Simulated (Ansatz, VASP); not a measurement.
## PbSe in VASP and in Ansatz

```
Pb Se
1.0
     0.07722    3.08870    3.08870
     3.08870    0.07722    3.08870
     3.16592    3.16592    0.00000
Pb Se
1 1
Direct
  0.00000 0.00000 0.00000
  0.50000 0.50000 0.50000
```

Change from the starting cell: shear_xy strain +5.0%.

Alike in both runs: task single point; functional PBE; k mesh 8 × 8 × 8; occupations fermi-dirac, width 0.02 eV; no spin polarisation.

```csv
,VASP,Ansatz
version,VASP 6.6.1,Ansatz 0.2.0
potentials or method,"VASP PAW PBE potentials, release 64 (Pb_d, Se)","plane waves, PAW"
plane-wave cutoff (eV),500,420
valence electrons in the cell,20,30
```

```tsv
	VASP	Ansatz	Ansatz less VASP
pressure (GPa)	0.9	0.9	+0.02
traceless stress, the component that is largest in VASP (GPa)	-0.86	-0.86	0.000
```

VASP's potentials hold 20 valence electrons a cell and Ansatz's 30, so a difference there can come from the potentials and not from the codes.

Spin-orbit coupling is off throughout.
